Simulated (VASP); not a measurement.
Runs of VASP 6.6.1 on Lu. The structure is that of space group Pm-3m (No. 221), or close to it. The cells are those of the table. 

```tsv
cell	gap on the mesh (eV)	pressure (GPa)
a = 3.053 Å, 1 atom	none	0.1
a = 2.849 Å, 1 atom	none	10.1
a = 2.932 Å, 1 atom	none	(a)
a = 2.738 Å, 1 atom	none	20.9
```

Alike in all rows: task single point; level LDA; potentials or basis VASP PAW PBE potentials, release 64 (Lu); no spin polarisation; k mesh 15 × 15 × 15; cutoff (eV) 520; smearing fermi-dirac 0.1 eV.

Problem. Fill in the values left out.

Solution. (a) 5.1.

Caveats: the PAW data sets were made with another functional, which shifts forces and pressure a little; spin-orbit coupling is left out, which moves the levels of the heavy elements.

A k mesh can miss the band edges, and the runs leave out spin-orbit coupling on Lu.

A gap of «none» marks levels without a gap at the run's occupations.
